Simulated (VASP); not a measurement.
Crystal: Ni.

```
Ni
1.0
    -1.39845    1.39845    1.39845
     1.39845   -1.39845    1.39845
     1.39845    1.39845   -1.39845
Ni
1
Direct
  0.00000 0.00000 0.00000
```

```yaml
Program: VASP 6.6.1
Task: relaxation of cell and atoms
Functional: LDA
Potentials_or_basis: VASP PAW LDA potentials, release 64 (Ni)
Cutoff: 600 eV
k_mesh: 16 × 16 × 16
Occupations: fermi-dirac, width 0.05 eV
Spin: collinear spin, ferromagnetic start
Starting_moments: "[0.8] μB"
```

At the start: pressure -16.2 GPa; volume 10.94 Å³/atom.

**Question.** Where does the relaxation end?

**Answer.** Over 4 steps the energy falls by 47.7 meV/atom and the volume is 10.06 Å³/atom (-8.0 %); space group Im-3m (No. 229, to 0.05 Å); moment 0.36 μB per cell.

Step by step:
| step | energy change (eV) | largest force (eV/Å) | pressure (GPa) | volume (Å³) |
| --- | --- | --- | --- | --- |
| 1 | 0.0000 | 0.0000 | -16.22 | 10.94 |
| 2 | 0.0069 | 0.0000 | 24.17 | 9.28 |
| 3 | -0.0477 | 0.0000 | -0.29 | 10.08 |
| 4 | -0.0477 | 0.0000 | 0.05 | 10.06 |

Final structure:
```
Ni
1.0
    -1.36008    1.36008    1.36008
     1.36008   -1.36008    1.36008
     1.36008    1.36008   -1.36008
Ni
1
Direct
  0.00000 0.00000 0.00000
```
